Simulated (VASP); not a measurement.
# CuO in VASP: further runs, part 2 of 2

VASP 6.6.1. The steps go on from the part before.

## (4) Relaxation of cell and atoms, PBE

This run uses another cell than the first one, of 10.73 Å³/atom.

INCAR reads:

```
PREC     = Accurate       # precision mode
ENCUT    = 600            # plane-wave cutoff, eV
EDIFF    = 1E-6           # SCF threshold, eV
ISMEAR   = 0              # smearing method
SIGMA    = 0.1            # smearing width, eV
LREAL    = False          # projectors in reciprocal space
LASPH    = True           # aspherical terms in the spheres
NELM     = 80             # most SCF steps
ALGO     = Normal         # electronic algorithm
ISIF     = 3              # what is computed and relaxed
LWAVE    = False          # write WAVECAR
LCHARG   = False          # write CHGCAR
GGA      = PE             # functional
IBRION   = 2              # ionic algorithm
NSW      = 90             # ionic steps
EDIFFG   = -0.04          # ionic threshold
```

KPOINTS reads:

```
Automatic mesh
0
Gamma
  6 6 4
```

POSCAR reads:

```
CuO
1.0
    2.8795009639      0.0000000000      0.0000000000
    0.0390727580      2.8792794796      0.0000000000
    0.0174953863      0.0172449008      5.1763391994
Cu O
2 2
Direct
    0.5000000000      0.0000000000      0.5000000000
    0.0000000000      0.5000000000      0.0000000000
    0.0015760300      0.9983282200      0.2501129000
    0.9984239700      0.0016717800      0.7498871000
```

The run is started by

```sh
$ cat potpaw_PBE.64/Cu/POTCAR potpaw_PBE.64/O/POTCAR > POTCAR
$ mpirun -np 1 vasp_std > vasp.out
```

Wall time 2.9 min (1 thread of AMD EPYC 9R45 (Zen 5), shared host); peak memory 0.19 GiB.

The run converged. Its results:

| Item | Value |
| --- | --- |
| Free energy | -19.7473 eV |
| Relaxed volume | 11.23 Å³/atom |
| Relaxed cell | a = 2.949 Å, b = 2.949 Å, c = 5.166 Å, α = 89.81°, β = 89.82°, γ = 89.28° |
| Space group after relaxing (to 0.1 Å) | P4_2/mmc (No. 131) |
| Energy gained by relaxing | 10.3 meV/atom |
| Ionic steps | 5 |
| Pressure after relaxing | 0.0 GPa |
| Largest force after relaxing | 0.006 eV/Å |
| Band gap on the k mesh | zero (bands 17 and 18 overlap by 1.17 eV) |

Forces on the atoms (eV/Å):
```
Cu   0.000  0.000  0.000
Cu   0.000  0.000  0.000
O   -0.004  0.004  0.004
O    0.004 -0.004 -0.004
```

Stress tensor (GPa, compression positive):
```
-0.02 -0.08 -0.02
-0.08  0.02 -0.02
-0.02 -0.02  0.00
```

Step by step:
| step | energy change (eV) | largest force (eV/Å) | pressure (GPa) | volume (Å³) |
| --- | --- | --- | --- | --- |
| 1 | 0.0000 | 0.0116 | 6.39 | 42.92 |
| 2 | -0.0250 | 0.0094 | -3.11 | 45.63 |
| 3 | -0.0340 | 0.0092 | -0.10 | 44.67 |
| 4 | -0.0390 | 0.0068 | -0.07 | 44.79 |
| 5 | -0.0412 | 0.0063 | 0.00 | 44.92 |

Final structure:
```cif
data_structure
_symmetry_space_group_name_H-M 'P 1'
_symmetry_Int_Tables_number 1
_cell_length_a 2.9491
_cell_length_b 2.9487
_cell_length_c 5.1660
_cell_angle_alpha 89.813
_cell_angle_beta 89.822
_cell_angle_gamma 89.285
_cell_volume 44.92
loop_
_atom_site_label
_atom_site_type_symbol
_atom_site_fract_x
_atom_site_fract_y
_atom_site_fract_z
_atom_site_occupancy
Cu1 Cu 0.50000 0.00000 0.50000 1
Cu2 Cu 0.00000 0.50000 0.00000 1
O1 O 0.00134 0.99861 0.24996 1
O2 O 0.99866 0.00139 0.75004 1
```

Levels at points of the mesh, in eV from the Fermi level:
```
           k point  band 14  band 15  band 16  band 17  band 18  band 19  band 20  band 21
(0.00, 0.00, 0.00)    -2.36    -2.27    -1.90     0.63     0.66     1.36     6.08     7.21
(0.50, 0.00, 0.00)    -1.88    -1.57    -1.49     0.19     0.45     3.73     5.81     6.39
(0.00, 0.50, 0.00)    -1.88    -1.57    -1.49     0.19     0.44     3.73     5.81     6.39
(0.50, 0.50, 0.00)    -2.34    -1.62    -1.21    -1.20     1.08     2.18     7.18     9.64
(0.00, 0.00, 0.50)    -2.26    -1.54    -1.54     0.09     0.10     3.43     3.43    11.55
(0.50, 0.00, 0.50)    -2.33    -2.01    -1.82    -0.20     0.65     4.32     5.82     8.23
(0.00, 0.50, 0.50)    -2.33    -2.01    -1.82    -0.20     0.65     4.32     5.82     8.24
(0.50, 0.50, 0.50)    -1.89    -1.42    -1.42    -0.53    -0.53     4.02     4.02    10.32
```

Caveat: the k points lie up to 0.36 Å⁻¹ apart in the final cell, too coarse for converged energies and pressures of a metal; semilocal functionals often make such compounds metallic where correlation or magnetic order opens a gap, which also shifts bond lengths. With open d or f shells a metallic result of PBE can be an artefact of self-interaction; +U or a hybrid may open a gap.

## (5) Single point, PBE, collinear spin

This run uses another cell than the first one, of 10.73 Å³/atom.

INCAR reads:

```
PREC = Accurate
ENCUT = 520
EDIFF = 1E-6
ISMEAR = 0
SIGMA = 0.1
LREAL = F
LASPH = T
NELM = 150
ALGO = Normal
ISIF = 2
LWAVE = F
LCHARG = T
ISPIN = 2
MAGMOM = 1 1 0 0
LORBIT = 11
LMAXMIX = 4
GGA = PE
LELF = T
LVHAR = T
NBANDS = 29
```

KPOINTS is that of step 4.

POSCAR is that of step 4.

The run is started by

```sh
$ cat potpaw_PBE.64/Cu/POTCAR potpaw_PBE.64/O/POTCAR > POTCAR
$ mpirun -np 1 vasp_std > vasp.out
```

Wall time 1.9 min (1 thread of AMD EPYC 9R45 (Zen 5), shared host); peak memory 0.23 GiB.

Results (log left out):

```yaml
Free_energy: -19.7015 eV
Pressure: 6.5 GPa
Largest_force: 0.012 eV/Å
Band_gap_on_the_k_mesh: zero (filled and empty bands overlap)
Net_moment: 0.00 μB per cell
Valence_electrons_inside_the_program's_atomic_spheres: Cu 9.94; O 4.97
```

Forces in eV/Å, atoms in the order of the input:
```
Cu   0.000  0.000  0.000
Cu   0.000  0.000  0.000
O   -0.004  0.006 -0.010
O    0.004 -0.006  0.010
```

Stress tensor (GPa, compression positive):
```
 6.88 -0.02  0.00
-0.02  6.83  0.02
 0.00  0.02  5.77
```

Levels at points of the mesh, in eV from the Fermi level:
Spin up:
```csv
k point,band 13,band 14,band 15,band 16,band 17,band 18,band 19,band 20,band 21,band 22
"(0.00, 0.00, 0.00)",-2.50,-2.46,-2.38,-2.08,0.64,0.67,1.49,6.20,7.34,13.66
"(0.50, 0.00, 0.00)",-2.33,-1.98,-1.63,-1.54,0.20,0.43,3.51,6.04,6.63,11.16
"(0.00, 0.50, 0.00)",-2.32,-1.98,-1.63,-1.55,0.20,0.44,3.51,6.03,6.63,11.16
"(0.50, 0.50, 0.00)",-2.41,-2.40,-1.64,-1.22,-1.21,1.16,2.15,7.13,9.89,10.15
"(0.00, 0.00, 0.50)",-2.42,-2.41,-1.58,-1.58,0.08,0.08,3.58,3.58,11.59,11.60
"(0.50, 0.00, 0.50)",-2.49,-2.45,-2.08,-1.88,-0.14,0.66,4.24,5.97,8.39,9.06
"(0.00, 0.50, 0.50)",-2.48,-2.45,-2.08,-1.88,-0.14,0.67,4.25,5.97,8.39,9.07
"(0.50, 0.50, 0.50)",-2.04,-2.04,-1.44,-1.44,-0.49,-0.49,3.99,4.00,10.81,10.82
```
Spin down:
| k point | band 13 | band 14 | band 15 | band 16 | band 17 | band 18 | band 19 | band 20 | band 21 | band 22 |
| --- | --- | --- | --- | --- | --- | --- | --- | --- | --- | --- |
| (0.00, 0.00, 0.00) | -2.49 | -2.46 | -2.38 | -2.08 | 0.64 | 0.67 | 1.49 | 6.20 | 7.34 | 13.66 |
| (0.50, 0.00, 0.00) | -2.33 | -1.98 | -1.63 | -1.54 | 0.20 | 0.44 | 3.51 | 6.04 | 6.63 | 11.16 |
| (0.00, 0.50, 0.00) | -2.32 | -1.98 | -1.63 | -1.55 | 0.20 | 0.44 | 3.51 | 6.03 | 6.63 | 11.16 |
| (0.50, 0.50, 0.00) | -2.41 | -2.40 | -1.64 | -1.22 | -1.21 | 1.16 | 2.15 | 7.13 | 9.89 | 10.15 |
| (0.00, 0.00, 0.50) | -2.42 | -2.41 | -1.58 | -1.58 | 0.08 | 0.08 | 3.58 | 3.58 | 11.59 | 11.60 |
| (0.50, 0.00, 0.50) | -2.49 | -2.45 | -2.08 | -1.88 | -0.14 | 0.66 | 4.24 | 5.97 | 8.39 | 9.06 |
| (0.00, 0.50, 0.50) | -2.48 | -2.45 | -2.08 | -1.88 | -0.14 | 0.67 | 4.25 | 5.97 | 8.39 | 9.07 |
| (0.50, 0.50, 0.50) | -2.04 | -2.04 | -1.44 | -1.44 | -0.49 | -0.49 | 3.99 | 4.00 | 10.81 | 10.82 |

Caveat: the k points lie up to 0.36 Å⁻¹ apart, too coarse for converged energies and pressures of a metal; semilocal functionals often make such compounds metallic where correlation or magnetic order opens a gap, which also shifts bond lengths.

## (6) Summary

```tsv
task	spin	cell	k mesh	cutoff (eV)	gap on the mesh (eV)	pressure (GPa)	largest force (eV/Å)
single point	off	a = 2.945, b = 2.946, c = 5.157 Å, angles 89.9, 89.9, 89.6°, 4 atoms, atomic positions A	6 × 6 × 4	520	none	0.7	-
single point	off	a = 2.949, b = 2.949, c = 5.151 Å, 4 atoms, atomic positions B	16 × 16 × 10	520	none	0.7	-
relaxation of cell and atoms	off	relaxed from a = 2.880, b = 2.880, c = 5.176 Å, angles 89.8, 89.8, 89.2°, 4 atoms, atomic positions C	6 × 6 × 4	600	none	0.0	0.01
single point	collinear	a = 2.880, b = 2.880, c = 5.176 Å, angles 89.8, 89.8, 89.2°, 4 atoms, atomic positions C	6 × 6 × 4	520	none	6.5	0.01
```

Alike in all rows: level PBE; potentials or basis VASP PAW PBE potentials, release 64 (Cu, O); smearing gaussian 0.1 eV.

Caveats: some runs use coarse meshes; semilocal functionals often make such compounds metallic where correlation or magnetic order opens a gap, which also shifts bond lengths.

Total energies depend on the potentials used, so only differences within one code and one set of settings carry meaning.
